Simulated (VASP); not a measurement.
Eu:

```
CELL_PARAMETERS angstrom
-2.30300 2.30300 2.30300
2.30300 -2.30300 2.30300
2.30300 2.30300 -2.30300
ATOMIC_POSITIONS crystal
Eu 0.00000 0.00000 0.00000
```

- Program: VASP 6.6.1
- Task: relaxation of cell and atoms
- Functional: PBE
- Potentials or basis: VASP PAW PBE potentials, release 64 (Eu)
- Cutoff: 600 eV
- k mesh: 11 × 11 × 11
- Occupations: fermi-dirac, width 0.15 eV
- Spin: collinear spin, ferromagnetic start
- Starting moments: [7.0] μB

At the start: pressure -1.8 GPa; volume 48.86 Å³/atom.

Q: Where does the relaxation end?

A: Over 4 steps the energy falls by 43.1 meV/atom and the volume is 41.75 Å³/atom (-14.6 %); space group Im-3m (No. 229, to 0.1 Å) before and after; moment 7.30 μB per cell.

The path:
```tsv
step	energy change (eV)	largest force (eV/Å)	pressure (GPa)	volume (Å³)
1	0.0000	0.0000	-1.75	48.86
2	-0.0320	0.0000	-1.00	45.18
3	-0.0431	0.0000	-0.10	42.06
4	-0.0431	0.0000	0.03	41.75
```

Final structure:
```
Eu
1.0
    -2.18539    2.18539    2.18539
     2.18539   -2.18539    2.18539
     2.18539    2.18539   -2.18539
Eu
1
Direct
  0.00000 0.00000 0.00000
```

Caveat: semilocal functionals describe open f shells poorly, which spoils levels, moments and volumes.
